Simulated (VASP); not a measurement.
Set up this calculation in VASP 6.6.1, as the native input.

```
Task                   : single point
Functional             : PBE
Potentials or basis    : VASP PAW PBE potentials, release 64 (Gd, O)
Cutoff                 : 520 eV
k mesh                 : 9 × 9 × 9
Occupations            : fermi-dirac, width 0.05 eV
Spin                   : collinear spin, ferromagnetic start
Starting moments       : [7.0, 0.0] μB
Hubbard terms          : Gd f U = 6.0 eV
Dipole correction      : no
Further INCAR settings : ALGO = Normal; EDIFF = 1e-06; NBANDS = 23
```

The structure of GdO lies in POSCAR:

```
GdO
1.0
    0.0000000000      2.7000000000      2.7000000000
    2.7000000000      0.0000000000      2.7000000000
    2.7000000000      2.7000000000      0.0000000000
Gd O
1 1
Direct
    0.0000000000      0.0000000000      0.0000000000
    0.7500000000      0.7500000000      0.7500000000
```

The input as run:

INCAR

```
PREC     = Accurate       # precision mode
ENCUT    = 520            # plane-wave cutoff, eV
EDIFF    = 1E-6           # SCF threshold, eV
ISMEAR   = -1             # smearing method
SIGMA    = 0.05           # smearing width, eV
LREAL    = False          # projectors in reciprocal space
LASPH    = True           # aspherical terms in the spheres
NELM     = 150            # most SCF steps
ALGO     = Normal         # electronic algorithm
ISIF     = 2              # what is computed and relaxed
LWAVE    = False          # write WAVECAR
LCHARG   = False          # write CHGCAR
ISPIN    = 2              # spin polarisation
MAGMOM   = 7 0            # initial moments
LORBIT   = 11             # projections on sites
LMAXMIX  = 6              # l up to which the mixer works
LDAU     = True           # DFT+U
LDAUTYPE = 2            
LDAUL    = 3 -1           # shell
LDAUU    = 6 0            # U, eV
LDAUJ    = 0 0          
LDAUPRINT= 1            
GGA      = PE             # functional
NBANDS   = 23             # bands
```

KPOINTS

```
regular mesh
0
Gamma
  9 9 9
```

Potentials or basis: VASP PAW PBE potentials, release 64 (Gd, O).

The run is started by

```console
$ cat potpaw_PBE.64/Gd/POTCAR potpaw_PBE.64/O/POTCAR > POTCAR
$ mpirun -np 1 vasp_std > vasp.out
```

Results of the run:

```yaml
Pressure: -0.1 GPa
Net_moment: 7.93 μB per cell
Site_moments: Gd +7.07; O +0.01 μB
Valence_electrons_inside_the_program's_atomic_spheres: Gd 15.16; O 5.00
```

Caveat: a cell with one magnetic atom can't hold antiferromagnetic order, which such compounds often take.

Wall time 38 s on 1 thread of Intel(R) Xeon(R) 6975P-C (Granite Rapids) (shared host), peak memory 0.21 GiB.
